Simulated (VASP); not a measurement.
Here is a VASP 6.6.1 calculation.

INCAR

```
SYSTEM = Ti7Cu5Ni4Ag4
PREC     = Accurate       ! precision mode
ENCUT    = 400            ! plane-wave cutoff, eV
EDIFF    = 1E-6           ! SCF threshold, eV
ISMEAR   = -1             ! smearing method
SIGMA    = 0.2016         ! smearing width, eV
LREAL    = Auto         
LASPH    = .True.         ! aspherical terms in the spheres
NELM     = 120            ! most SCF steps
ALGO     = Normal         ! electronic algorithm
ISIF     = 2              ! what is computed and relaxed
LWAVE    = .False.        ! write WAVECAR
LCHARG   = .False.        ! write CHGCAR
GGA      = PE             ! functional
NBANDS   = 128            ! bands
ISYM     = -1           
GGA_COMPAT= .False.
```

The input KPOINTS:

```
explicit points
1
Reciprocal
  0.25000000   0.25000000   0.25000000 1
```

POSCAR

```
Ti7Cu5Ni4Ag4
1.0
    6.7185500000      0.1110650000      0.1315620000
    0.1110650000      6.6664200000      0.2049450000
    0.1315620000      0.2049450000      6.4951710000
Ti Cu Ni Ag
7 5 4 4
Direct
    0.6713521257      0.1938681704      0.0272054823
    0.9073106682      0.8531347750      0.9337764452
    0.2928718185      0.8799071352      0.1341660797
   -0.0037490911      0.6051053957      0.2621077894
    0.2509202536      0.6529588957      0.7503979139
    0.1582130108      0.1248838751      0.8482749498
    0.7986187891      0.1555467494      0.5797869812
    0.5202622169      0.9560152971      0.6913200141
    0.6713074981      0.4746799756      0.2976366835
    0.4452440313      0.1077809918      0.4035893173
    0.4405907836      0.3518652958      0.7479125588
    0.0373158340      0.1738352590      0.2473867104
    0.9582750151      0.3978101925      0.9426400340
    0.4528579209      0.6730236015      0.5154911679
    0.9253111411      0.6243730019      0.6154804994
    0.1366313475      0.9222541842      0.5151738304
    0.6370076884      0.6305633605      0.9105932987
    0.7742009439      0.8842992366      0.3324026216
    0.3252188871      0.4434293769      0.1568474362
    0.1503197404      0.3461552534      0.5452606014
```

Potentials or basis: VASP PAW PBE potentials, release 64 (Ti_sv, Cu, Ni, Ag).

Command:

```console
$ cat potpaw_PBE.64/Ti_sv/POTCAR potpaw_PBE.64/Cu/POTCAR potpaw_PBE.64/Ni/POTCAR potpaw_PBE.64/Ag/POTCAR > POTCAR
$ mpirun -np 1 vasp_std > vasp.out
```

(1) Predict the band gap on the k mesh.

(2) Predict the pressure.

Answers

(1) zero (an odd number of electrons rules out a gap without spin polarisation).

(2) 10.3 GPa.

Caveat: the atoms stand as in a frame of molecular dynamics.
